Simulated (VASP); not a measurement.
## Hf3O2: relaxation of cell and atoms with PBE

Hf3O2:

```
CELL_PARAMETERS angstrom
1.67035 0.96438 7.74291
-1.67035 0.96438 7.74291
0.00000 -1.92875 7.74291
ATOMIC_POSITIONS crystal
Hf 0.00000 0.00000 0.00000
Hf 0.20950 0.20950 0.20950
Hf 0.79050 0.79050 0.79050
O 0.40000 0.40000 0.40000
O 0.60000 0.60000 0.60000
```

```yaml
Program: VASP 6.6.1
Task: relaxation of cell and atoms
Functional: PBE
Potentials_or_basis: VASP PAW PBE potentials, release 64 (Hf_pv, O)
Cutoff: 600 eV
k_mesh: 6 × 6 × 6
Occupations: gaussian, width 0.1 eV
Spin: no spin polarisation
Dipole_correction: no
Further_INCAR_settings: ALGO = Normal; EDIFF = 1e-07; IBRION = 2; EDIFFG = -0.04; NSW = 90; ISIF = 3
```

The relaxed volume is 14.03 Å³/atom, the relaxed cell is a = 8.449 Å, b = 8.449 Å, c = 8.449 Å, α = 21.37°, β = 21.37°, γ = 21.37° and the space group after relaxing (to 0.1 Å) is R-3m (No. 166). The energy gained by relaxing is 291.2 meV/atom. The ionic steps are 11 and the pressure after relaxing is 0.1 GPa. The largest force after relaxing is 0.021 eV/Å. The band gap on the k mesh is zero (bands 21 and 22 overlap by 1.09 eV).

Forces in eV/Å, atoms in the order of the input:
```
Hf   0.000  0.000  0.000
Hf   0.000  0.000  0.011
Hf   0.000  0.000 -0.011
O    0.000  0.000 -0.021
O    0.000  0.000  0.021
```

Stress tensor (GPa, compression positive):
```
 0.30  0.00  0.00
 0.00  0.30  0.00
 0.00  0.00 -0.22
```

Step by step:
```
step  energy change (eV)  largest force (eV/Å)  pressure (GPa)  volume (Å³)
   1              0.0000                5.1672           -4.57        74.84
   2             -0.9521                2.4364            6.08        69.84
   3             -1.2827                1.0405           -1.28        71.68
   4             -1.2834                1.0245           -1.48        71.75
   5             -1.4006                0.6931            0.83        70.31
   6             -1.4364                0.3291            3.05        69.22
   7             -1.4376                0.2285           -3.31        71.54
   8             -1.4537                0.1189           -0.31        70.38
   9             -1.4552                0.0479           -0.16        70.29
  10             -1.4554                0.0374           -0.08        70.25
  11             -1.4561                0.0213            0.13        70.14
```

Final structure:
```xyz
5
Lattice="1.5664 0.9043 8.2529 -1.5664 0.9043 8.2529 0.0000 -1.8087 8.2529" Properties=species:S:1:pos:R:3 pbc="T T T"
Hf    0.0000    0.0000   24.7588
Hf    0.0000    0.0000    5.3425
Hf    0.0000    0.0000   19.4164
O     0.0000    0.0000    9.7655
O     0.0000    0.0000   14.9933
```

Levels at points of the mesh, in eV from the Fermi level:
| k point | band 19 | band 20 | band 21 | band 22 | band 23 | band 24 |
| --- | --- | --- | --- | --- | --- | --- |
| (0.00, 0.00, 0.00) | -1.65 | -1.15 | 0.55 | 0.55 | 0.63 | 1.25 |
| (0.50, 0.00, 0.00) | -2.23 | -1.24 | -1.09 | 0.95 | 2.26 | 3.00 |
| (0.50, 0.50, 0.00) | -1.46 | -1.32 | -0.47 | -0.12 | 2.48 | 2.52 |
| (0.50, 0.50, 0.50) | -2.99 | -0.55 | 0.15 | 0.36 | 0.36 | 0.79 |

Run time: 63 min on 1 thread of Intel(R) Xeon(R) Platinum 8259CL CPU @ 2.50GHz (Skylake/Cascade Lake) (shared host), peak memory 0.65 GiB.

Caveat: the k points lie up to 0.39 Å⁻¹ apart in the final cell, too coarse for converged energies and pressures of a metal; spin-orbit coupling is left out, which moves the levels of the heavy elements.
